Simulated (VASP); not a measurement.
Set up this calculation in VASP 6.6.1, as the native input.

```yaml
Task: single point
Functional: PBE0
Potentials_or_basis: VASP PAW PBE potentials, release 64 (Sb)
Cutoff: 520 eV
k_mesh: 6 × 6 × 6
Occupations: fermi-dirac, width 0.05 eV
Spin: no spin polarisation
Dipole_correction: no
Grid_for_exact_exchange_PRECFOCK: Normal
Further_INCAR_settings: ALGO = Normal; EDIFF = 1e-06; NBANDS = 8
Share_of_exact_exchange: 0.25
```

The system is Sb.

```xyz
1
Lattice="0.1734 2.3885 2.4959 2.4173 0.0647 2.6045 2.3205 2.4004 0.1615" Properties=species:S:1:pos:R:3 pbc="T T T"
Sb    0.0000    0.0000    0.0000
```

One way to write it, as run:

POSCAR

```
Sb
1.0
    0.1733647600      2.3885337500      2.4958692300
    2.4173055400      0.0646925500      2.6045414300
    2.3204533900      2.4003538000      0.1615447000
Sb
1
Direct
    0.0000000000      0.0000000000      0.0000000000
```

INCAR.step1

```
PREC = Accurate ; ENCUT = 520
EDIFF = 1E-5 ; ISMEAR = -1
SIGMA = 0.05 ; LREAL = F
LASPH = T ; NELM = 80
ALGO = Normal ; ISIF = 2
LWAVE = T ; LCHARG = F
GGA = PE ; NBANDS = 8
```

INCAR.step2

```
PREC = Accurate ; ENCUT = 520
EDIFF = 1E-6 ; ISMEAR = -1
SIGMA = 0.05 ; LREAL = F
LASPH = T ; NELM = 80
ALGO = Normal ; ISIF = 2
LWAVE = F ; LCHARG = F
GGA = PE ; LHFCALC = T
AEXX = 0.25 ; PRECFOCK = Normal
ISTART = 1 ; NBANDS = 8
```

KPOINTS

```
regular mesh
0
Gamma
  6 6 6
```

Potentials or basis: VASP PAW PBE potentials, release 64 (Sb).

The run is started by

```sh
$ cat potpaw_PBE.64/Sb/POTCAR > POTCAR
$ cp INCAR.step1 INCAR
$ mpirun -np 1 vasp_std > vasp.out
$ cp INCAR.step2 INCAR
$ mpirun -np 1 vasp_std > vasp.out
```

Results of the run:

```yaml
Pressure: -0.6 GPa
Band_gap_on_the_k_mesh: zero (an odd number of electrons rules out a gap without spin polarisation)
```

Caveat: the k points lie up to 0.40 Å⁻¹ apart, too coarse for converged energies and pressures of a metal; the PAW data sets were made with another functional, which shifts forces and pressure a little; spin-orbit coupling is left out, which moves the levels of the heavy elements.

Wall time 25 min on 1 thread of AMD EPYC 9R45 96-Core Processor (Zen 5), with other jobs on the host, peak memory 0.16 GiB.
